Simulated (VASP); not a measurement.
Wanted: the native input for a VASP 6.6.1 run.

```yaml
Task: relaxation of cell and atoms
Functional: LDA
Potentials_or_basis: VASP PAW LDA potentials, release 64 (Y_sv)
Cutoff: 600 eV
k_mesh: 12 × 12 × 12
Occupations: fermi-dirac, width 0.08 eV
Spin: no spin polarisation
Target_pressure: -0.61 GPa
Dipole_correction: no
Further_INCAR_settings: ALGO = Normal; EDIFF = 1e-06; IBRION = 2; EDIFFG = -0.005; NSW = 32; ISIF = 3
```

The structure of Y lies in POSCAR:

```
Y
1.0
    3.1515627505      0.0000000000      0.0000000000
    0.0000000000      3.1515627505      0.0000000000
    0.0000000000      0.0000000000      3.1515627505
Y
1
Direct
    0.0000000000      0.0000000000      0.0000000000
```

This isn't the form of Y at room conditions, which is hcp.

These files were run (other wordings do the same):

INCAR

```
SYSTEM = Y
  ALGO = Normal
  EDIFF = 1E-6
  EDIFFG = -0.005
  ENCUT = 600
  GGA = CA
  IBRION = 2
  ISIF = 3
  ISMEAR = -1
  LASPH = .TRUE.
  LCHARG = .FALSE.
  LREAL = .FALSE.
  LWAVE = .FALSE.
  NELM = 60
  NSW = 32
  PREC = Accurate
  PSTRESS = -6.1
  SIGMA = 0.08
```

KPOINTS

```
k-points
0
G
  12 12 12
  0 0 0
```

Potentials or basis: VASP PAW LDA potentials, release 64 (Y_sv).

Command:

```console
$ cat potpaw_LDA.64/Y_sv/POTCAR > POTCAR
$ mpirun -np 1 vasp_std > vasp.out
```

It gave:

```
Relaxed volume                                             : 31.25 Å³/atom
Relaxed cell                                               : a = 3.150 Å, b = 3.150 Å, c = 3.150 Å, α = 90.00°, β = 90.00°, γ = 90.00°
Space group after relaxing (to 0.1 Å)                      : Pm-3m (No. 221)
Energy change on relaxing (the run minimises the enthalpy) : -0.2 meV/atom
Ionic steps                                                : 2
Pressure after relaxing                                    : -0.6 GPa
Band gap on the k mesh                                     : zero (an odd number of electrons rules out a gap without spin polarisation)
```

Caveat: the cell is relaxed towards a set pressure, so the run minimises the enthalpy, not the energy.

Wall time 24 s on 1 thread of AMD EPYC 9R45 96-Core Processor (Zen 5), with other jobs on the host, peak memory 0.15 GiB.
